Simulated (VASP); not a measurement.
Write the native input for VASP 6.6.1 that does the following.

```yaml
Task: relaxation of volume and atoms at fixed shape
Functional: LDA
Potentials_or_basis: VASP PAW LDA potentials, release 64 (Ta_pv, H)
Cutoff: 600 eV
k_mesh: 6 × 6 × 6
Occupations: fermi-dirac, width 0.1 eV
Spin: no spin polarisation
Dipole_correction: no
Further_INCAR_settings: ALGO = Normal; EDIFF = 1e-06; IBRION = 2; EDIFFG = -0.03; NSW = 60; ISIF = 8
```

The structure of Ta2H lies in POSCAR:

```
Ta2H
1.0
    3.3724360000      0.0000000000      0.0000000000
    0.0000000000      3.3724360000      0.0000000000
    0.0000000000      0.0000000000      3.4101120000
Ta H
2 1
Direct
    0.5000000000      0.0000000000      0.7413230000
    0.0000000000      0.5000000000      0.2586770000
    0.0000000000      0.0000000000      0.0000000000
```

These files were run (other wordings do the same):

INCAR

```
PREC = Accurate ; ENCUT = 600
EDIFF = 1E-6 ; ISMEAR = -1
SIGMA = 0.1 ; LREAL = F
LASPH = T ; NELM = 100
ALGO = Normal ; ISIF = 8
LWAVE = F ; LCHARG = F
IBRION = 2 ; NSW = 60
EDIFFG = -0.03
```

KPOINTS

```
Automatic mesh
0
Gamma
  6 6 6
```

Potentials or basis: VASP PAW LDA potentials, release 64 (Ta_pv, H).

Command:

```sh
$ cat potpaw_LDA.64/Ta_pv/POTCAR potpaw_LDA.64/H/POTCAR > POTCAR
$ mpirun -np 1 vasp_std > vasp.out
```

It gave:

* Relaxed volume: 12.45 Å³/atom
* Relaxed cell: a = 3.330 Å, b = 3.330 Å, c = 3.367 Å, α = 90.00°, β = 90.00°, γ = 90.00°
* Space group after relaxing (to 0.05 Å): P-4m2 (No. 115)
* Energy gained by relaxing: 11.9 meV/atom
* Ionic steps: 6
* Pressure after relaxing: 0.2 GPa

It took 45 s on 1 thread of AMD EPYC 9R14 (Zen 4) (shared host), peak memory 0.13 GiB.
